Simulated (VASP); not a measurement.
## AgCl: single point with PBE-based screened hybrid with 15 % exact exchange

AgCl:

```xyz
2
Lattice="3.4340 0.0000 0.0000 0.0000 3.4340 0.0000 0.0000 0.0000 3.4340" Properties=species:S:1:pos:R:3 pbc="T T T"
Ag    0.0000    0.0000    0.0000
Cl    1.7170    1.7170    1.7170
```

- Program: VASP 6.6.1
- Task: single point
- Functional: PBE-based screened hybrid with 15 % exact exchange
- Potentials or basis: VASP PAW PBE potentials, release 64 (Ag, Cl)
- Cutoff: 520 eV
- k mesh: 4 × 4 × 4
- Occupations: fermi-dirac, width 0.05 eV
- Spin: no spin polarisation

```yaml
Pressure: -0.2 GPa
Band_gap_on_the_k_mesh: 1.42 eV (least direct gap 2.88 eV)
```

Levels at points of the mesh, in eV from the valence-band top:
| k point | band 7 | band 8 | band 9 | band 10 | band 11 | band 12 |
| --- | --- | --- | --- | --- | --- | --- |
| (0.00, 0.00, 0.00) | -1.47 | -1.47 | -1.47 | 1.42 | 10.30 | 10.30 |
| (0.50, 0.00, 0.00) | -1.67 | 0.00 | 0.00 | 5.76 | 6.57 | 10.30 |
| (0.50, 0.50, 0.00) | -2.40 | -1.78 | -0.81 | 3.66 | 9.97 | 9.97 |
| (0.50, 0.50, 0.50) | -0.27 | -0.27 | -0.27 | 5.61 | 5.61 | 5.61 |

It took 5.1 min on 1 thread of AMD EPYC 7R13 Processor (Zen 3) (shared host), peak memory 0.24 GiB.

Caveat: the k points lie up to 0.46 Å⁻¹ apart; the PAW data sets were made with another functional, which shifts forces and pressure a little. A k mesh can miss the band edges.
